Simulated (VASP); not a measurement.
Runs of VASP 6.6.1 on TaN. The structure is that of space group Fm-3m (No. 225), or close to it. The cells are those of the table. 

```tsv
task	level	potentials or basis	cell	cutoff (eV)	smearing	second run	gap on the mesh (eV)	pressure (GPa)
relaxation of cell and atoms	PBEsol	VASP PAW PBE potentials, release 64 (Ta_pv, N)	relaxed to 12 GPa from a = 3.062 Å, angles 60.0°, 2 atoms	600	gaussian 0.1 eV	-	none	12.0
relaxation of cell and atoms	PBEsol	VASP PAW PBE potentials, release 64 (Ta_pv, N)	relaxed to -1 GPa from a = 3.105 Å, angles 60.0°, 2 atoms	600	gaussian 0.1 eV	-	none	-1.0
relaxation of cell and atoms	PBEsol	VASP PAW PBE potentials, release 64 (Ta_pv, N)	relaxed to 30 GPa from a = 3.095 Å, angles 60.0°, 2 atoms	600	fermi-dirac 0.15 eV	-	none	30.0
single point	PBEsol	VASP PAW PBE potentials, release 64 (Ta_sv_GW, N)	a = 3.063 Å, angles 60.0°, 2 atoms	600	gaussian 0.1 eV	valence_matched	none	(a)
relaxation of cell and atoms	PBEsol	VASP PAW PBE potentials, release 64 (Ta_pv, N)	relaxed to 1 GPa from a = 3.084 Å, angles 60.0°, 2 atoms	600	gaussian 0.1 eV	-	none	1.0
single point	PBE	VASP PAW PBE potentials, release 64 (Ta_pv, N)	a = 3.154 Å, angles 60.0°, 2 atoms	520	gaussian 0.1 eV	-	none	-8.4
single point	PBEsol	VASP PAW PBE potentials, release 64 (Ta_pv, N)	a = 2.983 Å, angles 60.0°, 2 atoms	520	gaussian 0.1 eV	-	none	51.8
single point	PBEsol	VASP PAW PBE potentials, release 64 (Ta_pv, N)	a = 3.094 Å, angles 60.0°, 2 atoms	520	gaussian 0.1 eV	-	none	1.0
```

Alike in all rows: no spin polarisation; k mesh 16 × 16 × 16.

Q: Estimate the missing entries.

A: (a) 11.8.

Caveats: spin-orbit coupling is left out, which moves the levels of the heavy elements; the PAW data sets were made with another functional, which shifts forces and pressure a little (some runs); the cell is relaxed towards a set pressure, so the enthalpy falls and the energy may rise (some runs).

A k mesh can miss the band edges, and the runs leave out spin-orbit coupling on Ta.

A gap of «none» marks levels without a gap at the run's occupations.

The runs don't all hold the same shells in valence.
